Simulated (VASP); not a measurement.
IrPt:

```xyz
2
Lattice="1.3924 0.8039 4.4997 -1.3924 0.8039 4.4997 0.0000 -1.6078 4.4997" Properties=species:S:1:pos:R:3 pbc="T T T"
Ir    0.0000    0.0000    0.0000
Pt    0.0000    0.0000    6.7495
```

* Program: VASP 6.6.1
* Task: relaxation of volume and atoms at fixed shape
* Functional: LDA
* Potentials or basis: VASP PAW LDA potentials, release 64 (Ir, Pt)
* Cutoff: 600 eV
* k mesh: 7 × 7 × 7
* Occupations: methfessel-paxton, width 0.05 eV
* Spin: no spin polarisation

At the start: pressure -16.1 GPa; volume 15.11 Å³/atom.

Problem. How do energy, volume and symmetry change on relaxing?

Solution. Over 5 steps the energy falls by 40.2 meV/atom and the volume is 14.35 Å³/atom (-5.1 %); space group R-3m (No. 166, to 0.05 Å).

The path:
```csv
step,energy change (eV),largest force (eV/Å),pressure (GPa),volume (Å³)
1,0.0000,0.0000,-16.05,30.22
2,1.0991,0.0000,97.51,24.07
3,-0.0800,0.0000,-1.31,28.81
4,-0.0804,0.0000,-0.38,28.73
5,-0.0804,0.0000,0.03,28.69
```

Final structure:
```xyz
2
Lattice="1.3686 0.7901 4.4226 -1.3686 0.7901 4.4226 0.0000 -1.5803 4.4226" Properties=species:S:1:pos:R:3 pbc="T T T"
Ir    0.0000    0.0000    0.0000
Pt    0.0000    0.0000    6.6339
```

Caveat: the k points lie up to 0.38 Å⁻¹ apart in the final cell.
